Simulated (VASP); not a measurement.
# Pt (P6_3/mmc) in VASP: a series of runs, part 3 of 3

VASP 6.6.1. Earlier steps stand in the parts before.

## Step 4: Single point, r2SCAN

This run uses another cell than the first one, of 14.87 Å³/atom, 1.056 times its volume.

POSCAR

```
Pt
1.0
    2.7165325422      0.0000000000      0.0000000000
   -1.3582662711      2.3525861917      0.0000000000
    0.0000000000      0.0000000000      4.6547964935
Pt
2
Direct
    0.3333333333      0.6666666667      0.2500000000
    0.6666666667      0.3333333333      0.7500000000
```

INCAR.step1

```
PREC = Accurate
ENCUT = 520
ISMEAR = -1
SIGMA = 0.05
LREAL = False
LASPH = True
NELM = 100
NBANDS = 17
GGA = PE
ALGO = Normal
EDIFF = 1E-4
LWAVE = True
LCHARG = False
```

INCAR.step2

```
PREC = Accurate
ENCUT = 520
EDIFF = 1E-7
ISMEAR = -1
SIGMA = 0.05
LREAL = False
LASPH = True
NELM = 100
ALGO = Normal
ISIF = 2
LWAVE = False
LCHARG = True
METAGGA = R2SCAN
LMIXTAU = True
LELF = True
LVHAR = True
NBANDS = 17
ISTART = 1
```

KPOINTS

```
Automatic mesh
0
Gamma
  8 8 5
```

Potentials or basis: VASP PAW PBE potentials, release 64 (Pt).

Command:

```console
cat potpaw_PBE.64/Pt/POTCAR > POTCAR
cp INCAR.step1 INCAR
mpirun -np 1 vasp_std > vasp.out
cp INCAR.step2 INCAR
mpirun -np 1 vasp_std > vasp.out
```

OUTCAR:

```text
PREC = Accurate
   ENCUT = 520
   EDIFF = 1E-7
   ISMEAR = -1
   LREAL = False
   LASPH = True
   NELM = 100
   ISIF = 2
   METAGGA = R2SCAN
   ISTART = 1

 ion  position               nearest neighbor table
   1  0.333  0.667  0.250-   2 2.81   2 2.81   2 2.81   2 2.81   2 2.81   2 2.81
   2  0.667  0.333  0.750-   1 2.81   1 2.81   1 2.81   1 2.81   1 2.81   1 2.81

  LATTYP: Found a hexagonal cell.
 ALAT       =     2.7165325422
 C/A-ratio  =     1.7135066196

  Lattice vectors:

 A1 = (   2.7165325422,   0.0000000000,   0.0000000000)
 A2 = (  -1.3582662711,   2.3525861917,   0.0000000000)
 A3 = (   0.0000000000,   0.0000000000,   4.6547964935)

Analysis of symmetry for initial positions (statically):
=====================================================================
 Subroutine PRICEL returns:
 Original cell was already a primitive cell.

 Routine SETGRP: Setting up the symmetry group for a
 hexagonal supercell.

 Subroutine GETGRP returns: Found 24 space group operations
 (whereof 12 operations were pure point group operations)
 out of a pool of 24 trial point group operations.

The static configuration has the point symmetry D_3d.
 The point group associated with its full space group is D_6h.

Analysis of symmetry for dynamics (positions and initial velocities):
=====================================================================
 Subroutine PRICEL returns:
 Original cell was already a primitive cell.

 Routine SETGRP: Setting up the symmetry group for a
 hexagonal supercell.

 Subroutine GETGRP returns: Found 24 space group operations
 (whereof 12 operations were pure point group operations)
 out of a pool of 24 trial point group operations.

[... 107 lines left out ...]
   ISIF   =      2    stress and relaxation
   ISYM   =      2    0-nonsym 1-usesym 2-fastsym
   POTIM  = 0.5000    time-step for ionic-motion
   TEBEG  =    0.0;   TEEND  =   0.0 temperature during run
   PSTRESS=    0.0 pullay stress
   NELECT =      20.0000    total number of electrons
   NUPDOWN=      -1.0000    fix difference up-down
   EMIN   =  10.00;   EMAX   =-10.00  energy-range for DOS
   EFERMI =   0.00;   METHOD = LEGACY
   ISMEAR =    -1;   SIGMA  =   0.05  broadening in eV -4-tet -1-fermi 0-gaus
   EFERMI_NEDOS =   21; number of points for ismear=-14 and -15
   IALGO  =     38    algorithm
   IMIX   =      4    mixing-type and parameters
     AMIX     =   0.40;   BMIX     =  1.00
     AMIX_MAG =   1.60;   BMIX_MAG =  1.00
  volume/ion in A,a.u.               =      14.87       100.38
  Fermi-wavevector in a.u.,A,eV,Ry     =   1.434161  2.710171 27.984688  2.056817
  Thomas-Fermi vector in A             =   2.553599
   LORBIT       =      0    0 simple, 1 ext, 2 COOP (PROOUT), +10 PAW based schemes
   METAGGA = R2SCAN    functional components
   LHFCALC =     F    Hartree Fock is set to
   AEXX    =    0.0000 exact exchange contribution
   IVDW    =     0    specifies the selected vdW correction
   LEPSILON=     F    determine dielectric tensor
   LRPA    =     F    only Hartree local field effects (RPA)
 non-spin polarized calculation
  energy-cutoff  :      520.00
  volume of cell :       29.75
 maximum number of plane-waves:       815
   NGX = 11   NGY = 11   NGZ = 17

 number of electron      20.0000000 magnetization

 Free energy of the ion-electron system (eV)
  ---------------------------------------------------
  ext. energy  EPLUGINS =         0.00000000
  ---------------------------------------------------
  free energy    TOTEN  =      -102.83865789 eV

  energy without entropy =     -102.81562401  energy(sigma->0) =     -102.82714095

 E-fermi :  11.2123     XC(G=0): -14.7283

 val. band max:       11.2012249564   @ k =   0.2500  -0.0000   0.0000
 cond. band min:      11.2250896524   @ k =   0.3750   0.2500   0.4000
 fundamental gap:      0.0238646960
 Fermi energy:        11.2123320937

 k-point     1 :       0.0000    0.0000    0.0000
  band No.  band energies     occupation
      1       0.6243      2.00000
      2       3.3940      2.00000
      3       6.8848      2.00000
      4       7.3696      2.00000
      5       7.3696      2.00000
      6       7.8078      2.00000
[... 457 lines left out ...]
      4       5.7074      2.00000
      5       8.6539      2.00000
      6       8.7210      2.00000
[... 9 lines left out ...]
     16      27.5662      0.00000
     17      28.0621      0.00000

 [... further k-points ...]
[... 5 lines left out ...]
  --------------------------------------------------------------------------------------
  -------------------------------------------------------------------------------------
  Total        2.0366929      2.0366929      1.9810027      0.0000000      0.0000000     -0.0000000
  in kB      109.6920033    109.6920033    106.6926508      0.0000000      0.0000000     -0.0000000
  external PRESSURE =     108.6922191 kB  Pullay stress =       0.0000000 kB

 VOLUME and BASIS-vectors are now :
 -----------------------------------------------------------------------------
  energy-cutoff  :      520.00
  volume of cell :       29.75
      direct lattice vectors                 reciprocal lattice vectors
     2.716532542  0.000000000  0.000000000     0.368116334  0.212532064  0.000000000
    -1.358266271  2.352586192  0.000000000     0.000000000  0.425064129  0.000000000
     0.000000000  0.000000000  4.654796494     0.000000000  0.000000000  0.214832163

 POSITION                                       TOTAL-FORCE (eV/Angst)
 -----------------------------------------------------------------------------------
     -0.00000      1.56839      1.16370        -0.000000      0.000000      0.000000
      1.35827      0.78420      3.49110         0.000000     -0.000000      0.000000
 -----------------------------------------------------------------------------------
    total drift:                               -0.000000      0.000000     -0.000000

  FREE ENERGIE OF THE ION-ELECTRON SYSTEM (eV)
  ---------------------------------------------------
  free  energy   TOTEN  =      -102.8386578941 eV

  energy  without entropy=     -102.8156240052  energy(sigma->0) =     -102.82714095
```

OUTCAR.step1:

```text
PREC = Accurate
   ENCUT = 520
   ISMEAR = -1
   LREAL = False
   LASPH = True
[... 703 lines left out ...]
     -0.00000      1.56839      1.16370        -0.000000     -0.000000      0.000000
      1.35827      0.78420      3.49110         0.000000      0.000000      0.000000
 -----------------------------------------------------------------------------------
    total drift:                               -0.000000      0.000000     -0.000000

  FREE ENERGIE OF THE ION-ELECTRON SYSTEM (eV)
  ---------------------------------------------------
  free  energy   TOTEN  =       -12.0070895273 eV

  energy  without entropy=      -11.9823363300  energy(sigma->0) =      -11.99471293
```

OSZICAR.step1:

```text
N       E                     dE             d eps       ncg     rms          rms(c)
DAV:   1     0.103514131775E+03    0.10351E+03   -0.10489E+04  1020   0.114E+03
DAV:   2    -0.108007154186E+02   -0.11431E+03   -0.10824E+03  1118   0.253E+02
DAV:   3    -0.127383802124E+02   -0.19377E+01   -0.19148E+01  1234   0.321E+01
DAV:   4    -0.127481863907E+02   -0.98062E-02   -0.98051E-02  1253   0.243E+00
DAV:   5    -0.127482778588E+02   -0.91468E-04   -0.91467E-04  1256   0.238E-01    0.193E+01
DAV:   6    -0.120960615527E+02    0.65222E+00   -0.94656E-01  1059   0.879E+00    0.103E+01
DAV:   7    -0.120156190139E+02    0.80443E-01   -0.22598E-01  1197   0.429E+00    0.290E+00
DAV:   8    -0.120074062693E+02    0.82127E-02   -0.25584E-02  1118   0.132E+00    0.742E-01
DAV:   9    -0.120070771503E+02    0.32912E-03   -0.30596E-04  1158   0.148E-01    0.873E-02
DAV:  10    -0.120070895273E+02   -0.12377E-04   -0.10294E-05   563   0.231E-02
   1 F= -.12007090E+02 E0= -.11994713E+02  d E =-.247532E-01
```

Run time: 26 s. Hardware: 1 thread of Intel Xeon 6975P-C (Granite Rapids), shared host; peak memory 0.15 GiB.

What came out:

| Property | Result |
| --- | --- |
| Free energy | -102.8387 eV |
| Pressure | 10.9 GPa |
| Band gap on the k mesh | zero (band 10 reaches 11.79 eV, above the bottom of band 11 at 10.47 eV) |

Caveat: the PAW data sets were made with another functional, which shifts forces and pressure a little; spin-orbit coupling is left out, which moves the levels of the heavy elements.

## Step 5: Single point, r2SCAN

This run uses another cell than the first one, of 15.40 Å³/atom, 1.094 times its volume.

POSCAR

```
Pt
1.0
    2.7431296863      0.0000000000      0.0000000000
   -1.3715648432      2.3756199942      0.0000000000
    0.0000000000      0.0000000000      4.7255874889
Pt
2
Direct
    0.3333333333      0.6666666667      0.2500000000
    0.6666666667      0.3333333333      0.7500000000
```

INCAR.step1

```
SYSTEM = Pt
PREC = Accurate ; ENCUT = 520
ISMEAR = -1 ; SIGMA = 0.05
LREAL = .FALSE. ; LASPH = .TRUE.
NELM = 60 ; NBANDS = 17
GGA = PE ; ALGO = Normal
EDIFF = 1E-4 ; LWAVE = .TRUE.
LCHARG = .FALSE.
```

INCAR.step2

```
SYSTEM = Pt
PREC = Accurate ; ENCUT = 520
EDIFF = 1E-6 ; ISMEAR = -1
SIGMA = 0.05 ; LREAL = .FALSE.
LASPH = .TRUE. ; NELM = 60
ALGO = Normal ; ISIF = 2
LWAVE = .FALSE. ; LCHARG = .TRUE.
METAGGA = R2SCAN ; LMIXTAU = .TRUE.
LELF = .TRUE. ; LVHAR = .TRUE.
NBANDS = 17 ; ISTART = 1
```

KPOINTS

```
Automatic mesh
0
G
  8 8 5
  0 0 0
```

Command:

```console
cat potpaw_PBE.64/Pt/POTCAR > POTCAR
cp INCAR.step1 INCAR
mpirun -np 1 vasp_std > vasp.out
cp INCAR.step2 INCAR
mpirun -np 1 vasp_std > vasp.out
```

Run time: 23 s. Hardware: 1 thread of Intel Xeon 6975P-C (Granite Rapids), shared host; peak memory 0.14 GiB.

It converged, with:

```yaml
Free_energy: -102.8754 eV
Pressure: 0.7 GPa
Band_gap_on_the_k_mesh: zero (band 10 reaches 11.11 eV, above the bottom of band 11 at 9.84 eV)
```

Stress tensor (GPa, compression positive):
```
0.75 0.00 0.00
0.00 0.75 0.00
0.00 0.00 0.50
```

Levels at points of the mesh, in eV from the Fermi level:
```tsv
k point	band 8	band 9	band 10	band 11	band 12	band 13
(0.00, 0.00, 0.00)	-2.00	-2.00	-0.56	-0.25	-0.25	5.25
(0.50, 0.00, 0.00)	0.02	0.33	0.55	2.51	4.07	7.88
```

Caveat: the PAW data sets were made with another functional, which shifts forces and pressure a little; spin-orbit coupling is left out, which moves the levels of the heavy elements.

## Step 6: The runs side by side

```tsv
cell	gap on the mesh (eV)	pressure (GPa)
a = 2.673, b = 2.673, c = 4.550 Å, angles 90.0, 90.0, 120.0°, 2 atoms	none	31.3
a = 2.694, b = 2.694, c = 4.598 Å, angles 90.0, 90.0, 120.0°, 2 atoms	none	21.1
a = 2.717, b = 2.717, c = 4.655 Å, angles 90.0, 90.0, 120.0°, 2 atoms	none	10.9
a = 2.743, b = 2.743, c = 4.726 Å, angles 90.0, 90.0, 120.0°, 2 atoms	none	0.7
```

Alike in all rows: task single point; level r2SCAN; potentials or basis VASP PAW PBE potentials, release 64 (Pt); no spin polarisation; k mesh 8 × 8 × 5; cutoff (eV) 520; smearing fermi-dirac 0.05 eV.

Caveats: the PAW data sets were made with another functional, which shifts forces and pressure a little; spin-orbit coupling is left out, which moves the levels of the heavy elements.

Absolute energies hang on the potentials; compare differences alone.
